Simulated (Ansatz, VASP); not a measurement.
## GaP in VASP and in Ansatz

```
Ga P
1.0
     0.00000    2.73273    2.73273
     2.73273    0.00000    2.73273
     2.73273    2.73273    0.00000
Ga P
1 1
Direct
  0.00000 0.00000 0.00000
  0.25000 0.25000 0.25000
```

Alike in both runs: task relaxation of cell and atoms; functional HSE06; k mesh 6 × 6 × 6; no spin polarisation.

```csv
,VASP,Ansatz
version,VASP 6.6.1,Ansatz 0.2.0
potentials or method,"VASP PAW PBE potentials, release 64 (Ga_d, P), cutoff 600 eV","scalar-relativistic, plane waves, PAW"
occupations,"gaussian, width 0.01 eV",fixed
valence electrons in the cell,18,18
```

```tsv
	VASP	Ansatz	Ansatz less VASP
gap on the k mesh at the Fermi level, each at its own relaxed structure (eV)	2.30	2.31	+0.002
relaxed volume (Å³/atom)	20.36	20.41	+0.048
relaxed length of the cell vector where the two differ most in proportion (Å)	3.862	3.865	+0.0031
```
